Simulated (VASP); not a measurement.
Input of a VASP 6.6.1 run:

File POSCAR:

```
C
1.0
    3.6351723948      0.0478717952      0.0055370559
   -0.0478717952     -3.7995149705     -0.0010182940
   -0.0055370559     -0.0010182940     -3.6213451457
C
8
Direct
    0.4791981392      0.0056526878      0.0513560913
   -0.0105553837      0.4784840515      0.0029396207
    0.0902593387     -0.0349771481      0.4974376943
    0.4510147821      0.5302506114      0.4579806031
    0.8379796825      0.7450247144      0.6841283660
    0.1756272443      0.2144714607      0.7141887393
    0.2663768901      0.7908430495      0.3178377631
    0.7100993069      0.2702505727      0.2741311222
```

The input INCAR.step1:

```
SYSTEM = C
PREC     = Accurate       ! precision mode
ENCUT    = 660            ! plane-wave cutoff, eV
ISMEAR   = 0              ! smearing method
SIGMA    = 0.05           ! smearing width, eV
LREAL    = .False.        ! projectors in reciprocal space
LASPH    = .True.         ! aspherical terms in the spheres
NELM     = 120            ! most SCF steps
NBANDS   = 26             ! bands
GGA      = PE             ! functional
ALGO     = Normal         ! electronic algorithm
EDIFF    = 1E-5           ! SCF threshold, eV
LWAVE    = .True.         ! write WAVECAR
LCHARG   = .False.        ! write CHGCAR
GGA_COMPAT= .False.
```

The input INCAR.step2:

```
SYSTEM = C
PREC     = Accurate       ! precision mode
ENCUT    = 660            ! plane-wave cutoff, eV
EDIFF    = 1E-6           ! SCF threshold, eV
ISMEAR   = 0              ! smearing method
SIGMA    = 0.05           ! smearing width, eV
LREAL    = .False.        ! projectors in reciprocal space
LASPH    = .True.         ! aspherical terms in the spheres
NELM     = 120            ! most SCF steps
ALGO     = Normal         ! electronic algorithm
ISIF     = 2              ! what is computed and relaxed
LWAVE    = .False.        ! write WAVECAR
LCHARG   = .True.         ! write CHGCAR
METAGGA  = R2SCAN         ! meta-GGA
LMIXTAU  = .True.       
LELF     = .True.         ! ELF
LVHAR    = .True.       
NBANDS   = 26             ! bands
ISTART   = 1            
GGA_COMPAT= .False.
```

Contents of KPOINTS:

```
regular mesh
0
Gamma
  6 6 6
  0 0 0
```

Potentials or basis: VASP PAW PBE potentials, release 64 (C).

The run is started by

```bash
$ cat potpaw_PBE.64/C/POTCAR > POTCAR
$ cp INCAR.step1 INCAR
$ mpirun -np 1 vasp_std > vasp.out
$ cp INCAR.step2 INCAR
$ mpirun -np 1 vasp_std > vasp.out
```

(1) Estimate the largest force.

(2) What does it give for the pressure?

Answers

(1) 27.200 eV/Å.

(2) 40.9 GPa.

Caveat: the cell differs from its parent crystal (atoms moved at random and the cell strained at random); the stress differs along the axes, from 37 to 45 GPa; the PAW data sets were made with another functional, which shifts forces and pressure a little.
